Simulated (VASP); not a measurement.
Runs of VASP 6.6.1 on TaN. The structure is that of space group P6/mmm (No. 191), or close to it. The cells are those of the table. 

| potentials or basis | cell | k mesh | cutoff (eV) | second run | gap on the mesh (eV) | pressure (GPa) |
| --- | --- | --- | --- | --- | --- | --- |
| VASP PAW PBE potentials, release 64 (Ta_pv, N) | a = 5.185, b = 5.185, c = 2.850 Å, angles 90.0, 90.0, 120.0°, 6 atoms | 5 × 5 × 8 | 520 | - | none | 20.4 |
| VASP PAW PBE potentials, release 64 (Ta_sv_GW, N) | a = 5.185, b = 5.185, c = 2.908 Å, angles 90.0, 90.0, 120.0°, 6 atoms | 6 × 6 × 9 | 600 | valence_matched | none | 10.4 |
| VASP PAW PBE potentials, release 64 (Ta_pv, N) | a = 5.185, b = 5.185, c = 2.908 Å, angles 90.0, 90.0, 120.0°, 6 atoms | 5 × 5 × 8 | 520 | - | none | 11.2 |
| VASP PAW PBE potentials, release 64 (Ta_pv, N) | a = 5.185, b = 5.185, c = 2.966 Å, angles 90.0, 90.0, 120.0°, 6 atoms | 5 × 5 × 8 | 520 | - | none | (c) |
| VASP PAW PBE potentials, release 64 (Ta_pv, N) | a = 5.185, b = 5.185, c = 2.908 Å, angles 90.0, 90.0, 120.0°, 6 atoms | 6 × 6 × 9 | 520 | - | none | 12.1 |
| VASP PAW PBE potentials, release 64 (Ta_pv, N) | a = 5.185, b = 5.185, c = 2.937 Å, angles 90.0, 90.0, 120.0°, 6 atoms | 5 × 5 × 8 | 520 | - | none | 7.0 |
| VASP PAW PBE potentials, release 64 (Ta_pv, N) | a = 5.185, b = 5.185, c = 2.879 Å, angles 90.0, 90.0, 120.0°, 6 atoms | 5 × 5 × 8 | 520 | - | none | (a) |
| VASP PAW PBE potentials, release 64 (Ta_pv, N) | a = 5.185, b = 5.185, c = 2.792 Å, angles 90.0, 90.0, 120.0°, 6 atoms | 5 × 5 × 8 | 520 | - | none | (b) |
| VASP PAW PBE potentials, release 64 (Ta_pv, N) | a = 5.185, b = 5.185, c = 3.024 Å, angles 90.0, 90.0, 120.0°, 6 atoms | 5 × 5 × 7 | 520 | - | none | -3.9 |
| VASP PAW PBE potentials, release 64 (Ta_pv, N) | a = 5.250, b = 5.250, c = 2.932 Å, angles 90.0, 90.0, 120.0°, 6 atoms | 6 × 6 × 9 | 520 | - | none | 0.7 |

Alike in all rows: task single point; level PBE; no spin polarisation; smearing fermi-dirac 0.05 eV.

Question: Fill in the values left out.

Answer: (a) 15.6; (b) 30.8; (c) 3.1.

Caveats: spin-orbit coupling is left out, which moves the levels of the heavy elements; forces of over 1 eV/Å act on the atoms, so gaps and moduli don't describe the material at rest (some runs).

A k mesh can miss the band edges, and the runs leave out spin-orbit coupling on Ta.

A gap of «none» marks levels without a gap at the run's occupations.

The runs don't all hold the same shells in valence.
